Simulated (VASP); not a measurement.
Crystal: Ga2PN.

```
CELL_PARAMETERS angstrom
3.35209 0.00000 0.00000
0.00000 3.35209 0.00000
0.00000 0.00000 4.73268
ATOMIC_POSITIONS crystal
N 0.00000 0.00000 0.00000
Ga 0.00000 0.00000 0.50000
Ga 0.50000 0.50000 0.00000
P 0.50000 0.50000 0.50000
```

Base run:

- Program: VASP 6.6.1
- Functional: PBEsol
- Potentials or basis: VASP PAW PBE potentials, release 64 (N, Ga_d, P)
- Cutoff: 600 eV
- k mesh: 6 × 6 × 4
- Occupations: fermi-dirac, width 0.02 eV
- Spin: no spin polarisation

Its results: band gap on the k mesh zero (bands 18 and 19 overlap by 2.98 eV); pressure -0.6 GPa.

**Question.** The run is repeated on the same cell with these changes: functional from PBEsol to PBE; k mesh from 6 × 6 × 4 to 3 × 3 × 3. What comes out?

**Answer.** Band gap on the k mesh zero (bands 18 and 19 overlap by 0.92 eV); pressure 6.0 GPa.

Several settings changed at once.

Caveats: some runs use coarse meshes; the PAW data sets were made with another functional, which shifts forces and pressure a little (at least some runs).
